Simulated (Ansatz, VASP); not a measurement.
**NaCl in VASP and in Ansatz**

INCAR

```
SYSTEM = NaCl
PREC = Accurate
ENCUT = 500
EDIFF = 1E-6
ISMEAR = -5
SIGMA = 0.1
LREAL = .False.
LASPH = .True.
NELM = 200
ALGO = Normal
ISIF = 2
LWAVE = .False.
LCHARG = .False.
LDAU = .True.
LDAUTYPE = 2
LDAUL = -1 1
LDAUU = 0 1.1
LDAUJ = 0 0
LDAUPRINT = 1
GGA = PS
NBANDS = 14
GGA_COMPAT = .False.
```

Contents of KPOINTS:

```
Automatic mesh
0
Gamma
  4 4 4
  0 0 0
```

POSCAR

```
NaCl
1.0
    3.5021900000      0.0000000000      0.0000000000
    0.0000000000      3.5021900000      0.0000000000
    0.0000000000      0.0000000000      3.5021900000
Na Cl
1 1
Direct
    0.0000000000      0.0000000000      0.0000000000
    0.5000000000      0.5000000000      0.5000000000
```

Input for Ansatz:

```yaml
crystal:
  lattice:
    - [3.50219, 0.0, 0.0]
    - [0.0, 3.50219, 0.0]
    - [0.0, 0.0, 3.50219]
  atoms:
    - { symbol: Na, position: [0.0, 0.0, 0.0] }
    - { symbol: Cl, position: [0.5, 0.5, 0.5] }
basis:
  ecutwfc: 420
kpoints:
  mp_grid: { grid: [4, 4, 4] }
hamiltonian:
  xc: pbesol
  hubbard: { sites: [{ species: Cl, l: p, u_eff: 1.1 }] }
scf:
  occupations: { method: tetrahedron }
  n_extra_bands: 12
output:
  forces: true
  stress: true
  eigenvalues: true
```

Alike in both runs: task single point; functional PBEsol; k mesh 4 × 4 × 4; occupations tetrahedron; no spin polarisation; Hubbard terms Cl p U = 1.1 eV.

|  | VASP | Ansatz |
| --- | --- | --- |
| version | VASP 6.6.1 | Ansatz 0.2.0 |
| potentials or method | VASP PAW PBE potentials, release 64 (Na_pv, Cl), cutoff 500 eV | scalar-relativistic, plane waves, PAW |
| valence electrons in the cell | 14 | 16 |

Ansatz gave:

```
gap on the k mesh at the Fermi level (eV) : 4.28
least direct gap on the mesh (eV)         : 4.78
pressure (GPa)                            : -1.1
```

Q: Estimate VASP's values.

A: gap on the k mesh at the Fermi level (eV): 3.88; least direct gap on the mesh (eV): 4.38; pressure (GPa): -1.2.

VASP's potentials were made for PBE, not for PBEsol. The programs project onto different local orbitals, so the same U acts differently, and such runs can settle in different states. VASP's potentials hold 14 valence electrons a cell and Ansatz's 16, so a difference there can come from the potentials and not from the codes. Ansatz's warnings: band table not solved further, tetrahedron derivatives may miss energy slope.

The k mesh is coarse, so the values compare programs but aren't converged.
